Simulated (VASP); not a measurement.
Set up this calculation in VASP 6.6.1, as the native input.

- Task: single point
- Functional: LDA
- Potentials or basis: VASP PAW LDA potentials, release 64 (In_d)
- Cutoff: 520 eV
- k mesh: 10 × 10 × 10
- Occupations: fermi-dirac, width 0.05 eV
- Spin: no spin polarisation
- Dipole correction: no
- Further INCAR settings: ALGO = Fast; EDIFF = 1e-06; NBANDS = 12

The structure of In lies in POSCAR:

```
In
1.0
   -1.9194468732      1.9194468732      1.9194468732
    1.9194468732     -1.9194468732      1.9194468732
    1.9194468732      1.9194468732     -1.9194468732
In
1
Direct
    0.0000000000      0.0000000000      0.0000000000
```

These files were run (other wordings do the same):

INCAR

```
SYSTEM = In
  PREC = Accurate
  ENCUT = 520
  EDIFF = 1E-6
  ISMEAR = -1
  SIGMA = 0.05
  LREAL = .False.
  LASPH = .True.
  NELM = 100
  ALGO = Fast
  ISIF = 2
  LWAVE = .False.
  LCHARG = .False.
  NBANDS = 12
```

KPOINTS

```
Automatic mesh
0
Gamma
  10 10 10
  0 0 0
```

Potentials or basis: VASP PAW LDA potentials, release 64 (In_d).

Run with:

```bash
$ cat potpaw_LDA.64/In_d/POTCAR > POTCAR
$ mpirun -np 1 vasp_std > vasp.out
```

Results of the run:

```
Pressure : -4.5 GPa
```

Run time: 31 s on 1 thread of Intel Xeon 8259CL, on a shared host, peak memory 0.14 GiB.
